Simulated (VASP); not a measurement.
A run of VASP 6.6.1 is set up as follows.

POSCAR

```
TiAl
1.0
    3.1790640000      0.0119214900      0.0000000000
    0.0119214900      3.1790640000      0.0000000000
    0.0000000000      0.0000000000      3.1790640000
Ti Al
1 1
Direct
    0.0000000000      0.0000000000      0.0000000000
    0.5000000000      0.5000000000      0.5000000000
```

The input INCAR.step1:

```
ALGO     = Normal         # electronic algorithm
EDIFF    = 1E-4           # SCF threshold, eV
ENCUT    = 520            # plane-wave cutoff, eV
GGA      = PE             # functional
ISMEAR   = 0              # smearing method
LASPH    = T              # aspherical terms in the spheres
LCHARG   = F              # write CHGCAR
LREAL    = F              # projectors in reciprocal space
LWAVE    = T              # write WAVECAR
NBANDS   = 14             # bands
NELM     = 60             # most SCF steps
PREC     = Accurate       # precision mode
SIGMA    = 0.15           # smearing width, eV
```

The input INCAR.step2:

```
ALGO     = Normal         # electronic algorithm
EDIFF    = 1E-6           # SCF threshold, eV
ENCUT    = 520            # plane-wave cutoff, eV
ISIF     = 2              # what is computed and relaxed
ISMEAR   = 0              # smearing method
ISTART   = 1            
LASPH    = T              # aspherical terms in the spheres
LCHARG   = F              # write CHGCAR
LMIXTAU  = T            
LREAL    = F              # projectors in reciprocal space
LWAVE    = F              # write WAVECAR
METAGGA  = R2SCAN         # meta-GGA
NBANDS   = 14             # bands
NELM     = 60             # most SCF steps
PREC     = Accurate       # precision mode
SIGMA    = 0.15           # smearing width, eV
```

File KPOINTS:

```
k-points
0
Gamma
  16 16 16
```

Potentials or basis: VASP PAW PBE potentials, release 64 (Ti_sv, Al).

Run with:

```bash
$ cat potpaw_PBE.64/Ti_sv/POTCAR potpaw_PBE.64/Al/POTCAR > POTCAR
$ cp INCAR.step1 INCAR
$ mpirun -np 1 vasp_std > vasp.out
$ cp INCAR.step2 INCAR
$ mpirun -np 1 vasp_std > vasp.out
```

Predict the band gap on the k mesh.

zero (an odd number of electrons rules out a gap without spin polarisation).

Predict the pressure.

-0.7 GPa.

Stress tensor (GPa, compression positive):
```
-0.72 -0.58  0.00
-0.58 -0.72  0.00
 0.00  0.00 -0.71
```

Caveat: the cell differs from its parent crystal (strain +0.0075 x Voigt [0, 0, 0, 0, 0, 1]); the PAW data sets were made with another functional, which shifts forces and pressure a little.
